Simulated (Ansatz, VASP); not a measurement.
## TaN in VASP and in Ansatz

INCAR

```
PREC = Accurate ; ENCUT = 700
EDIFF = 1E-6 ; ISMEAR = 1
SIGMA = 0.1 ; LREAL = F
LASPH = T ; NELM = 120
ALGO = Normal ; ISIF = 2
LWAVE = F ; LCHARG = T
LELF = T ; LVHAR = T
NBANDS = 36 ; GGA_COMPAT = F
```

KPOINTS

```
regular mesh
0
Gamma
  5 5 8
```

The input POSCAR:

```
TaN
1.0
    5.1079151867      0.0000000000      0.0000000000
   -2.5539575933      4.4235843139      0.0000000000
    0.0000000000      0.0000000000      2.8616514835
Ta N
3 3
Direct
    0.3333333333      0.6666666667      0.5000000000
    0.6666666667      0.3333333333      0.5000000000
    0.0000000000      0.0000000000      0.0000000000
    0.3928500000      0.0000000000      0.0000000000
    0.6071500000      0.6071500000      0.0000000000
    0.0000000000      0.3928500000      0.0000000000
```

Input for Ansatz:

```yaml
crystal:
  lattice:
    - [5.107915186666138, 0.0, 0.0]
    - [-2.553957593333069, 4.4235843139324444, 0.0]
    - [0.0, 0.0, 2.8616514835229268]
  atoms:
    - { symbol: Ta, position: [0.3333333333333333, 0.6666666666666666, 0.5] }
    - { symbol: Ta, position: [0.6666666666666666, 0.3333333333333333, 0.5] }
    - { symbol: Ta, position: [0.0, 0.0, 0.0] }
    - { symbol: "N", position: [0.39285, 0.0, 0.0] }
    - { symbol: "N", position: [0.60715, 0.60715, 0.0] }
    - { symbol: "N", position: [0.0, 0.39285, 0.0] }
basis:
  ecutwfc: 510.0
kpoints:
  mp_grid:
    grid: [5, 5, 8]
hamiltonian:
  xc: lda
  pseudopotentials:
    kind: paw
scf:
  occupations:
    method: methfessel_paxton
    width: 0.1
output:
  stress: true
```

Alike in both runs: task single point; functional LDA; k mesh 5 × 5 × 8; occupations methfessel-paxton of order 1, width 0.1 eV; no spin polarisation.

|  | VASP | Ansatz |
| --- | --- | --- |
| version | VASP 6.6.1 | Ansatz 0.2.0 |
| potentials or method | VASP PAW LDA potentials, release 64 (Ta_sv_GW, N), cutoff 700 eV | plane waves, PAW |
| valence electrons in the cell | 54 | 54 |

```tsv
	VASP	Ansatz	Ansatz less VASP
pressure (GPa)	8.9	7.7	-1.19
traceless stress, the component that is largest in VASP (GPa)	-1.35	-1.33	+0.013
```

LDA's correlation is that of Perdew and Zunger in VASP and of Perdew and Wang (1992) in Ansatz.

Neither program's run includes spin-orbit coupling.
